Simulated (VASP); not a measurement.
# Hf2O (P6/mmm) in VASP: a series of runs

Runs on Hf2O. Level: PBE. Tasks: single point, relaxation of cell and atoms.

Everything below comes from runs of VASP 6.6.1. Logs are shortened: lines on timing, memory, paths and dates and some standing lists are left out, and cuts for length are marked.

### 1 The cell of the first run

It takes space group P6/mmm (No. 191, hexagonal). The conventional cell has a = 4.741 Å, b = 4.741 Å, c = 2.841 Å, α = 90.00°, β = 90.00°, γ = 120.00°. Hf (site symmetry -6m2) has 5 Hf at 2.74 to 2.84 Å and 6 O at 3.08 Å within 3.6 Å. Within 3.7 Å of O (site symmetry 6/mmm) lie 2 O at 2.84 Å and 12 Hf at 3.08 Å.

### 2 Single point, PBE

Contents of INCAR:

```
SYSTEM = Hf2O
  PREC = Accurate
  ENCUT = 520
  EDIFF = 1E-7
  ISMEAR = 0
  SIGMA = 0.1
  LREAL = .FALSE.
  LASPH = .TRUE.
  NELM = 100
  ALGO = Normal
  ISIF = 2
  LWAVE = .FALSE.
  LCHARG = .FALSE.
  GGA = PE
  NBANDS = 20
```

Contents of KPOINTS:

```
regular mesh
0
G
  6 6 4
  0 0 0
```

Contents of POSCAR:

```
Hf2O
1.0
    4.7407542714      0.0000000000      0.0000000000
   -2.3703771357      4.1056136321      0.0000000000
    0.0000000000      0.0000000000      2.8411996908
Hf O
2 1
Direct
    0.3333333333      0.6666666667      0.5000000000
    0.6666666667      0.3333333333      0.5000000000
    0.0000000000      0.0000000000      0.0000000000
```

Potentials or basis: VASP PAW PBE potentials, release 64 (Hf_pv, O).

Started as:

```sh
> cat potpaw_PBE.64/Hf_pv/POTCAR potpaw_PBE.64/O/POTCAR > POTCAR
> mpirun -np 1 vasp_std > vasp.out
```

OUTCAR:

```text
SYSTEM = Hf2O
   PREC = Accurate
   ENCUT = 520
   EDIFF = 1E-7
   ISMEAR = 0
   LREAL = .FALSE.
   LASPH = .TRUE.
   NELM = 100
   ISIF = 2
   GGA = PE

 ion  position               nearest neighbor table
   1  0.333  0.667  0.500-   2 2.74   2 2.74   2 2.74
   2  0.667  0.333  0.500-   1 2.74   1 2.74   1 2.74
   3  0.000  0.000  0.000-

  LATTYP: Found a hexagonal cell.
 ALAT       =     4.7407542714
 C/A-ratio  =     0.5993138493

  Lattice vectors:

 A1 = (   4.7407542714,   0.0000000000,   0.0000000000)
 A2 = (  -2.3703771357,   4.1056136321,   0.0000000000)
 A3 = (   0.0000000000,   0.0000000000,   2.8411996908)

Analysis of symmetry for initial positions (statically):
=====================================================================
 Subroutine PRICEL returns:
 Original cell was already a primitive cell.

 Routine SETGRP: Setting up the symmetry group for a
 hexagonal supercell.

 Subroutine GETGRP returns: Found 24 space group operations
 (whereof 24 operations were pure point group operations)
 out of a pool of 24 trial point group operations.

The static configuration has the point symmetry D_6h.

Analysis of symmetry for dynamics (positions and initial velocities):
=====================================================================
 Subroutine PRICEL returns:
 Original cell was already a primitive cell.

 Routine SETGRP: Setting up the symmetry group for a
 hexagonal supercell.

 Subroutine GETGRP returns: Found 24 space group operations
 (whereof 24 operations were pure point group operations)
 out of a pool of 24 trial point group operations.

The dynamic configuration has the point symmetry D_6h.

 Subroutine INISYM returns: Found 24 space group operations
 (whereof 24 operations are pure point group operations),
 and found     1 'primitive' translations

----------------------------------------------------------------------------------------

                                     Primitive cell

  volume of cell :      55.3003

  direct lattice vectors                    reciprocal lattice vectors
     4.740754271  0.000000000  0.000000000     0.210936898  0.121784475  0.000000000
    -2.370377136  4.105613632  0.000000000     0.000000000  0.243568950  0.000000000
     0.000000000  0.000000000  2.841199691     0.000000000  0.000000000  0.351963997

  length of vectors
     4.740754271  4.740754271  2.841199691     0.243568950  0.243568950  0.351963997

[... 75 lines left out ...]
   LASPH  =      T    aspherical Exc in radial PAW
   ENCUT  =  520.0 eV  38.22 Ry    6.18 a.u.   8.81  8.81  5.28*2*pi/ulx,y,z
   NELM   =    100;   NELMIN=  2; NELMDL= -5     # of ELM steps
   EDIFF  = 0.1E-06   stopping-criterion for ELM
   LREAL  =      F    real-space projection
   EDIFFG = 0.1E-05   stopping-criterion for IOM
   NSW    =      0    number of steps for IOM
   IBRION =     -1    ionic relax: 0-MD 1-quasi-New 2-CG
   NFREE  =      0    steps in history (QN), initial steepest desc. (CG)
   ISIF   =      2    stress and relaxation
   ISYM   =      2    0-nonsym 1-usesym 2-fastsym
   POTIM  = 0.5000    time-step for ionic-motion
   TEBEG  =    0.0;   TEEND  =   0.0 temperature during run
   PSTRESS=    0.0 pullay stress
   NELECT =      26.0000    total number of electrons
   NUPDOWN=      -1.0000    fix difference up-down
   EMIN   =  10.00;   EMAX   =-10.00  energy-range for DOS
   EFERMI =   0.00;   METHOD = LEGACY
   ISMEAR =     0;   SIGMA  =   0.10  broadening in eV -4-tet -1-fermi 0-gaus
   EFERMI_NEDOS =   21; number of points for ismear=-14 and -15
   IALGO  =     38    algorithm
   IMIX   =      4    mixing-type and parameters
     AMIX     =   0.40;   BMIX     =  1.00
     AMIX_MAG =   1.60;   BMIX_MAG =  1.00
  volume/ion in A,a.u.               =      18.43       124.39
  Fermi-wavevector in a.u.,A,eV,Ry     =   1.272986  2.405594 22.048140  1.620493
  Thomas-Fermi vector in A             =   2.405834
   LORBIT       =      0    0 simple, 1 ext, 2 COOP (PROOUT), +10 PAW based schemes
   GGA     = PE    functional components
   LHFCALC =     F    Hartree Fock is set to
   AEXX    =    0.0000 exact exchange contribution
   IVDW    =     0    specifies the selected vdW correction
   LEPSILON=     F    determine dielectric tensor
   LRPA    =     F    only Hartree local field effects (RPA)
 non-spin polarized calculation
 Gauss-broadening in eV      SIGMA  =   0.10
  energy-cutoff  :      520.00
  volume of cell :       55.30
 maximum number of plane-waves:      1504
 NGX is ok and might be reduce to    36
   NGX = 17   NGY = 17   NGZ = 11

 number of electron      25.9999997 magnetization

 Free energy of the ion-electron system (eV)
  ---------------------------------------------------
  ext. energy  EPLUGINS =         0.00000000
  ---------------------------------------------------
  free energy    TOTEN  =       -21.88073819 eV

  energy without entropy =      -21.85901625  energy(sigma->0) =      -21.86987722

 E-fermi :   3.7042     XC(G=0): -11.0047

 val. band max:        3.6687285944   @ k =   0.3333   0.3333   0.2500
 cond. band min:       3.7047742900   @ k =   0.5000   0.0000   0.5000
 fundamental gap:      0.0360456956
 Fermi energy:         3.7041608888

 k-point     1 :       0.0000    0.0000    0.0000
  band No.  band energies     occupation
      1     -27.3472      2.00000
      2     -27.3472      2.00000
      3     -26.3333      2.00000
      4     -26.3333      2.00000
      5     -26.3128      2.00000
      6     -26.0903      2.00000
[... 472 lines left out ...]
     19       8.1741      0.00000
     20      10.4844      0.00000

------------------------ aborting loop because EDIFF is reached ----------------------------------------

  FORCE on cell =-STRESS in cart. coord.  units (eV):
  Direction    XX          YY          ZZ          XY          YZ          ZX
  --------------------------------------------------------------------------------------
  -------------------------------------------------------------------------------------
  Total       -0.1159350     -0.1159350     -0.2698815      0.0000000      0.0000000      0.0000000
  in kB       -3.3589069     -3.3589069     -7.8190935      0.0000000      0.0000000      0.0000000
  external PRESSURE =      -4.8456358 kB  Pullay stress =       0.0000000 kB

 VOLUME and BASIS-vectors are now :
 -----------------------------------------------------------------------------
  energy-cutoff  :      520.00
  volume of cell :       55.30
      direct lattice vectors                 reciprocal lattice vectors
     4.740754271  0.000000000  0.000000000     0.210936898  0.121784475  0.000000000
    -2.370377136  4.105613632  0.000000000     0.000000000  0.243568950  0.000000000
     0.000000000  0.000000000  2.841199691     0.000000000  0.000000000  0.351963997

 POSITION                                       TOTAL-FORCE (eV/Angst)
 -----------------------------------------------------------------------------------
     -0.00000      2.73708      1.42060         0.000000      0.000000      0.000000
      2.37038      1.36854      1.42060        -0.000000      0.000000     -0.000000
      0.00000      0.00000      0.00000         0.000000      0.000000     -0.000000
 -----------------------------------------------------------------------------------
    total drift:                                0.000000      0.000000     -0.000000

  FREE ENERGIE OF THE ION-ELECTRON SYSTEM (eV)
  ---------------------------------------------------
  free  energy   TOTEN  =       -21.8807381875 eV

  energy  without entropy=      -21.8590162478  energy(sigma->0) =      -21.86987722
```

stdout:

```text
POSCAR found type information on POSCAR HfO
 POSCAR found :  2 types and       3 ions
 scaLAPACK will be used
 LDA part: xc-table for (Slater+PW92), standard interpolation
 POSCAR, INCAR and KPOINTS ok, starting setup
 FFT: planning ... GRIDC
 FFT: planning ... GRID_SOFT
 FFT: planning ... GRID
 WAVECAR not read
 entering main loop
```

Run time: 23 s. Hardware: 1 thread of Intel Xeon 8259CL, shared host; peak memory 0.18 GiB.

Results:

```yaml
Free_energy: -21.8807 eV
Pressure: -0.5 GPa
Band_gap_on_the_k_mesh: zero (bands 13 and 14 overlap by 0.58 eV)
```

Levels at points of the mesh, in eV from the Fermi level:
| k point | band 10 | band 11 | band 12 | band 13 | band 14 | band 15 | band 16 | band 17 |
| --- | --- | --- | --- | --- | --- | --- | --- | --- |
| (0.00, 0.00, 0.00) | -3.46 | -1.25 | -0.77 | -0.61 | 0.86 | 0.86 | 2.94 | 2.94 |
| (0.50, 0.00, 0.00) | -2.53 | -1.22 | -0.70 | -0.69 | -0.11 | 0.58 | 1.87 | 3.51 |
| (0.00, 0.00, 0.50) | -2.60 | -1.70 | -1.70 | 0.44 | 2.07 | 2.07 | 2.12 | 2.34 |
| (0.50, 0.00, 0.50) | -2.91 | -1.36 | -0.21 | 0.00 | 0.13 | 0.65 | 1.39 | 3.08 |

Caveat: the k points lie up to 0.55 Å⁻¹ apart, too coarse for converged energies and pressures of a metal; spin-orbit coupling is left out, which moves the levels of the heavy elements.

### 3 Relaxation of cell and atoms, PBE

This run uses another cell than the first one, of 14.59 Å³/atom.

Contents of INCAR:

```
SYSTEM = Hf2O
  ALGO = Normal
  EDIFF = 1E-6
  EDIFFG = -0.04
  ENCUT = 600
  GGA = PE
  IBRION = 2
  ISIF = 3
  ISMEAR = 0
  LASPH = .TRUE.
  LCHARG = .FALSE.
  LREAL = .FALSE.
  LWAVE = .FALSE.
  NELM = 100
  NSW = 90
  PREC = Accurate
  SIGMA = 0.1
```

Contents of KPOINTS:

```
k-points
0
G
  6 6 4
  0 0 0
```

Contents of POSCAR:

```
Hf2O
1.0
    3.6038056271      0.0000000000      0.0000000000
   -1.8019028136      3.1209872234      0.0000000000
    0.0000000000      0.0000000000      3.8911522552
Hf O
2 1
Direct
    0.3333333333      0.6666666667      0.5000000000
    0.6666666667      0.3333333333      0.5000000000
    0.0000000000      0.0000000000      0.0000000000
```

Potentials or basis: VASP PAW PBE potentials, release 64 (Hf_pv, O).

Started as:

```sh
> cat potpaw_PBE.64/Hf_pv/POTCAR potpaw_PBE.64/O/POTCAR > POTCAR
> mpirun -np 1 vasp_std > vasp.out
```

OUTCAR:

```text
SYSTEM = Hf2O
   EDIFF = 1E-6
   EDIFFG = -0.04
   ENCUT = 600
   GGA = PE
   IBRION = 2
   ISIF = 3
   ISMEAR = 0
   LASPH = .TRUE.
   LREAL = .FALSE.
   NELM = 100
   NSW = 90
   PREC = Accurate

 ion  position               nearest neighbor table
   1  0.333  0.667  0.500-   2 2.08   2 2.08   2 2.08   3 2.85   3 2.85   3 2.85   3 2.85   3 2.85
                             3 2.85
   2  0.667  0.333  0.500-   1 2.08   1 2.08   1 2.08   3 2.85   3 2.85   3 2.85   3 2.85   3 2.85
                             3 2.85
   3  0.000  0.000  0.000-   1 2.85   2 2.85   1 2.85   2 2.85   2 2.85   2 2.85   1 2.85   1 2.85
                             2 2.85   2 2.85   1 2.85   1 2.85

  LATTYP: Found a hexagonal cell.
 ALAT       =     3.6038056271
 C/A-ratio  =     1.0797342193

  Lattice vectors:

 A1 = (   3.6038056271,   0.0000000000,   0.0000000000)
 A2 = (  -1.8019028136,   3.1209872234,   0.0000000000)
 A3 = (   0.0000000000,   0.0000000000,   3.8911522552)

Analysis of symmetry for initial positions (statically):
=====================================================================
 Subroutine PRICEL returns:
 Original cell was already a primitive cell.

 Routine SETGRP: Setting up the symmetry group for a
 hexagonal supercell.

 Subroutine GETGRP returns: Found 24 space group operations
[... 161 lines left out ...]
  ext. energy  EPLUGINS =         0.00000000
  ---------------------------------------------------
  free energy    TOTEN  =       -13.53649786 eV

  energy without entropy =      -13.51716263  energy(sigma->0) =      -13.52683024

------------------------ aborting loop because EDIFF is reached ----------------------------------------

  FORCE on cell =-STRESS in cart. coord.  units (eV):
  Direction    XX          YY          ZZ          XY          YZ          ZX
  --------------------------------------------------------------------------------------
  -------------------------------------------------------------------------------------
  Total       29.1635637     29.1635637     -4.5130908     -0.0000000      0.0000000      0.0000000
  in kB     1067.6271292   1067.6271292   -165.2163705     -0.0000000      0.0000000      0.0000000
  external PRESSURE =     656.6792960 kB  Pullay stress =       0.0000000 kB
[... 937 lines left out ...]
      4     -27.6125      2.00000
      5     -27.6125      2.00000
      6     -26.9740      2.00000
[... 9 lines left out ...]
     16       4.3059      0.00000
     17       7.3536      0.00000

[... ionic steps 4 to 12 ...]

--------------------------------------- Ionic step       13  -------------------------------------------

 number of electron      25.9999993 magnetization

------------------------ aborting loop because EDIFF is reached ----------------------------------------
[... 69 lines left out ...]
--------------------------------------- Ionic step       15  -------------------------------------------

 number of electron      26.0000000 magnetization

 Free energy of the ion-electron system (eV)
  ---------------------------------------------------
  ext. energy  EPLUGINS =         0.00000000
  ---------------------------------------------------
  free energy    TOTEN  =       -21.77989114 eV

  energy without entropy =      -21.75887795  energy(sigma->0) =      -21.76938455

 E-fermi :   3.9240     XC(G=0): -11.1485

 val. band max:        3.9170889985   @ k =   0.3333   0.0000   0.0000
 cond. band min:       3.9375859805   @ k =   0.5000   0.0000   0.2500
 fundamental gap:      0.0204969820
 Fermi energy:         3.9239699039
[... 448 lines left out ...]
  FREE ENERGIE OF THE ION-ELECTRON SYSTEM (eV)
  ---------------------------------------------------
  free  energy   TOTEN  =       -21.7798911408 eV

  energy  without entropy=      -21.7588779511  energy(sigma->0) =      -21.76938455

 reached required accuracy - stopping structural energy minimisation
```

It took 7.8 min on 1 thread of Intel Xeon 8259CL, shared host; peak memory 0.19 GiB.

Results:

```yaml
Free_energy: -21.7799 eV
Relaxed_volume: 17.89 Å³/atom
Relaxed_cell: a = 4.670 Å, b = 4.670 Å, c = 2.842 Å, α = 90.00°, β = 90.00°, γ = 120.00°
Space_group_after_relaxing_to_0.1_Å: P6/mmm (No. 191)
Pressure_after_relaxing: -0.1 GPa
Band_gap_on_the_k_mesh: zero (bands 13 and 14 overlap by 0.58 eV)
```

Final structure:
```yaml
crystal:
  lattice:
    - [4.66974, 0.00000, 0.00000]
    - [-2.33487, 4.04411, 0.00000]
    - [0.00000, 0.00000, 2.84194]
  atoms:
    - { symbol: Hf, position: [0.33333, 0.66667, 0.50000] }
    - { symbol: Hf, position: [0.66667, 0.33333, 0.50000] }
    - { symbol: O, position: [0.00000, 0.00000, 0.00000] }
```

Caveat: the k points lie up to 0.55 Å⁻¹ apart in the final cell, too coarse for converged energies and pressures of a metal; the volume moved by over 15 % at a fixed basis, so the end points are rough; spin-orbit coupling is left out, which moves the levels of the heavy elements.

The gap in the log of VASP goes by the Fermi energy; the results here count the filled bands.